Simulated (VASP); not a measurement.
Input of a VASP 6.6.1 run:

Contents of INCAR:

```
PREC = Accurate
ENCUT = 520
EDIFF = 1E-6
ISMEAR = -1
SIGMA = 0.05
LREAL = False
LASPH = True
NELM = 100
ALGO = Normal
ISIF = 2
LWAVE = False
LCHARG = False
GGA = PS
NBANDS = 12
```

The input KPOINTS:

```
Automatic mesh
0
Gamma
  9 9 9
```

The input POSCAR:

```
Ta
1.0
   -1.6397640639      1.6397640639      1.6397640639
    1.6397640639     -1.6397640639      1.6397640639
    1.6397640639      1.6397640639     -1.6397640639
Ta
1
Direct
    0.0000000000      0.0000000000      0.0000000000
```

Potentials or basis: VASP PAW PBE potentials, release 64 (Ta_pv).

Run with:

```console
$ cat potpaw_PBE.64/Ta_pv/POTCAR > POTCAR
$ mpirun -np 1 vasp_std > vasp.out
```

(1) Estimate the pressure.

Results:

(1) 0.2 GPa.

Caveat: the PAW data sets were made with another functional, which shifts forces and pressure a little.
